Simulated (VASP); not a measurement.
Runs of VASP 6.6.1 on AlN. The structure is that of space group P6_3/mmc (No. 194), or close to it. The cells are those of the table. 

| cell | gap on the mesh (eV) | pressure (GPa) |
| --- | --- | --- |
| a = 3.405, b = 3.405, c = 3.961 Å, angles 90.0, 90.0, 120.0°, 4 atoms | 3.43 | -3.3 |
| a = 3.209, b = 3.209, c = 4.462 Å, angles 90.0, 90.0, 120.0°, 4 atoms | (a) | 2.2 |
| a = 3.117, b = 3.117, c = 4.729 Å, angles 90.0, 90.0, 120.0°, 4 atoms | 2.96 | 12.4 |
| a = 3.568, b = 3.568, c = 3.609 Å, angles 90.0, 90.0, 120.0°, 4 atoms | 3.06 | (c) |
| a = 3.035, b = 3.035, c = 4.988 Å, angles 90.0, 90.0, 120.0°, 4 atoms | (b) | 25.8 |

Alike in all rows: task single point; level PBEsol; potentials or basis VASP PAW PBE potentials, release 64 (Al, N); no spin polarisation; k mesh 12 × 12 × 6; cutoff (eV) 520; smearing gaussian 0.05 eV.

Estimate the missing entries.

(a) 2.99; (b) 3.08; (c) 10.6.

Caveats: the PAW data sets were made with another functional, which shifts forces and pressure a little.

A k mesh can miss the band edges.
